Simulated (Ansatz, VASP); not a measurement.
**One calculation of B, two programs**

```
B
1.0
     2.93496    0.00000    0.00000
     0.00000    3.29326    0.00000
     0.00000    0.00000    8.59944
B
12
Direct
  0.74895 0.64782 0.69182
  0.75105 0.14782 0.80818
  0.24895 0.85218 0.80818
  0.25105 0.35218 0.69182
  0.25105 0.35218 0.30818
  0.24895 0.85218 0.19182
  0.75105 0.14782 0.19182
  0.74895 0.64782 0.30818
  0.32662 0.72231 0.00000
  0.17338 0.22231 0.50000
  0.82662 0.77769 0.50000
  0.67338 0.27769 0.00000
```

Alike in both runs: functional PBE; k mesh 12 × 12 × 6; occupations gaussian, width 0.1 eV; no spin polarisation.

Ansatz relaxed the structure, and its values are those at the end. VASP's run is a single point on that final structure, the one shown.

|  | VASP | Ansatz |
| --- | --- | --- |
| version | VASP 6.6.1 | Ansatz 0.2.0 |
| potentials or method | VASP PAW PBE potentials, release 64 (B), cutoff 520 eV | scalar-relativistic, plane waves, PAW |
| valence electrons in the cell | 36 | 36 |

|  | VASP | Ansatz | Ansatz less VASP |
| --- | --- | --- | --- |
| gap on the k mesh at the Fermi level (eV) | none | none | - |
| pressure (GPa) | 0.0 | 0.0 | -0.02 |

A gap of «none» marks a metal or a gap that the smearing closes. With one functional, cell and mesh, what is left measures potentials, basis and numerics.
